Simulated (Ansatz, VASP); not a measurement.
One calculation of Cd, two programs

```
CELL_PARAMETERS angstrom
2.93993 0.00000 0.00000
-1.46996 2.54605 0.00000
0.00000 0.00000 9.34211
ATOMIC_POSITIONS crystal
Cd 0.00000 0.00000 0.00000
Cd 0.00000 0.00000 0.50000
Cd 0.33333 0.66667 0.25000
Cd 0.66667 0.33333 0.75000
```

Alike in both runs: task single point; functional LDA; k mesh 13 × 13 × 4; occupations fermi-dirac, width 0.1 eV; no spin polarisation.

|  | VASP | Ansatz |
| --- | --- | --- |
| version | VASP 6.6.1 | Ansatz 0.2.0 |
| potentials or method | VASP PAW LDA potentials, release 64 (Cd), cutoff 520 eV | plane waves (420 eV) with PAW, scalar-relativistic |
| valence electrons in the cell | 48 | 80 |

Ansatz gave:

```
pressure (GPa)                                                : 12.8
traceless stress, the component that is largest in VASP (GPa) : 0.55
```

Task: What did VASP give for the same quantities?

Result: Pressure (GPa): 14.0; traceless stress, the component that is largest in VASP (GPa): 0.61.

Ansatz warns that its potentials were made for another functional, while VASP's fit it. LDA's correlation is that of Perdew and Zunger in VASP and of Perdew and Wang (1992) in Ansatz. VASP's potentials hold 48 valence electrons a cell and Ansatz's 80, so a difference there can come from the potentials and not from the codes.
